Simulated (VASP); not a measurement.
Here is a VASP 6.6.1 calculation.

Contents of INCAR:

```
PREC = Accurate
ENCUT = 500
EDIFF = 1E-6
ISMEAR = -1
SIGMA = 0.1
LREAL = F
LASPH = T
NELM = 120
ALGO = Normal
ISIF = 2
LWAVE = F
LCHARG = T
GGA = B5
ALDAX = 1.0
AGGAX = 1.0
AGGAC = 1.0
ALDAC = 0.0
LELF = T
LVHAR = T
NBANDS = 13
GGA_COMPAT = F
```

Contents of KPOINTS:

```
Automatic mesh
0
Gamma
  12 12 12
```

File POSCAR:

```
Sn
1.0
    3.2816330257     -0.0000000182     -0.0000000315
   -1.0938776581      3.0939532938     -0.0000000315
   -1.0938776581     -1.5469766015      2.6794421768
Sn
1
Direct
    0.0000000000      0.0000000000      0.0000000000
```

Potentials or basis: VASP PAW PBE potentials, release 64 (Sn_d).

Command:

```bash
$ cat potpaw_PBE.64/Sn_d/POTCAR > POTCAR
$ mpirun -np 1 vasp_std > vasp.out
```

Problem. Predict the band gap on the k mesh.

Solution. Zero (band 7 reaches 16.25 eV, above the bottom of band 8 at 6.19 eV).

Problem. Estimate the pressure.

Solution. 5.3 GPa.

Caveat: the PAW data sets were made with another functional, which shifts forces and pressure a little; spin-orbit coupling is left out, which moves the levels of the heavy elements.
